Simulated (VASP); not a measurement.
Here is a VASP 6.6.1 calculation.

File INCAR:

```
SYSTEM = HfSiO4
  ALGO = Normal
  EDIFF = 1E-7
  ENCUT = 520
  GGA = PE
  ISIF = 2
  ISMEAR = -1
  LASPH = .True.
  LCHARG = .True.
  LELF = .True.
  LREAL = .False.
  LVHAR = .True.
  LWAVE = .False.
  NBANDS = 50
  NELM = 100
  PREC = Accurate
  SIGMA = 0.05
```

File KPOINTS:

```
k-points
0
Gamma
  5 5 5
  0 0 0
```

The input POSCAR:

```
HfSiO4
1.0
   -3.2862500000      3.2862500000      2.9816000000
    3.2862500000     -3.2862500000      2.9816000000
    3.2862500000      3.2862500000     -2.9816000000
Hf Si O
2 2 8
Direct
    0.0000000000      0.0000000000      0.0000000000
    0.7500000000      0.2500000000      0.5000000000
    0.5000000000      0.5000000000      0.0000000000
    0.2500000000      0.7500000000      0.5000000000
    0.6807220798      0.4954442570      0.8147221773
    0.2454442570      0.9307220798      0.3147221773
    0.6807220798      0.8659999025      0.1852778227
    0.6159999025      0.9307220798      0.6852778227
    0.0692779202      0.3840000975      0.3147221773
    0.5045557430      0.3192779202      0.1852778227
    0.0692779202      0.7545557430      0.6852778227
    0.1340000975      0.3192779202      0.8147221773
```

Potentials or basis: VASP PAW PBE potentials, release 64 (Hf_pv, Si, O).

Command:

```sh
$ cat potpaw_PBE.64/Hf_pv/POTCAR potpaw_PBE.64/Si/POTCAR potpaw_PBE.64/O/POTCAR > POTCAR
$ mpirun -np 1 vasp_std > vasp.out
```

Question: Estimate the band gap on the k mesh.

Answer: 5.43 eV, indirect (least direct gap 5.81 eV).

Question: Predict the largest force.

Answer: 0.196 eV/Å.

Question: What does it give for the pressure?

Answer: 5.3 GPa.

Stress tensor (GPa, compression positive):
```
4.94 0.00 0.00
0.00 4.94 0.00
0.00 0.00 5.99
```

Caveat: spin-orbit coupling is left out, which moves the levels of the heavy elements. A k mesh can miss the band edges.
